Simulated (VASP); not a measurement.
Here is a VASP 6.6.1 calculation.

INCAR

```
ALGO = Normal
EDIFF = 1E-8
ENCUT = 520
GGA = PE
IBRION = 8
ISIF = 2
ISMEAR = -1
LASPH = T
LCHARG = F
LREAL = F
LWAVE = F
NBANDS = 15
NELM = 100
NSW = 1
PREC = Accurate
SIGMA = 0.15
```

KPOINTS

```
k-points
0
Gamma
  16 16 16
```

Contents of POSCAR:

```
TiC
1.0
    0.0000000000      2.1810097503      2.1810097503
    2.1810097503      0.0000000000      2.1810097503
    2.1810097503      2.1810097503      0.0000000000
Ti C
1 1
Direct
    0.0000000000      0.0000000000      0.0000000000
    0.5000000000      0.5000000000      0.5000000000
```

Potentials or basis: VASP PAW PBE potentials, release 64 (Ti_sv, C).

The run is started by

```console
$ cat potpaw_PBE.64/Ti_sv/POTCAR potpaw_PBE.64/C/POTCAR > POTCAR
$ mpirun -np 1 vasp_std > vasp.out
```

Q: Predict the highest phonon frequency at Γ.

A: 495 cm⁻¹.

Phonon frequencies in cm⁻¹ (negative: imaginary):
| q point | frequencies |
| --- | --- |
| (0.000, 0.000, 0.000) | 0 0 0 495 495 495 |

Caveat: the cell stands under pressure or tension, which shifts response properties.
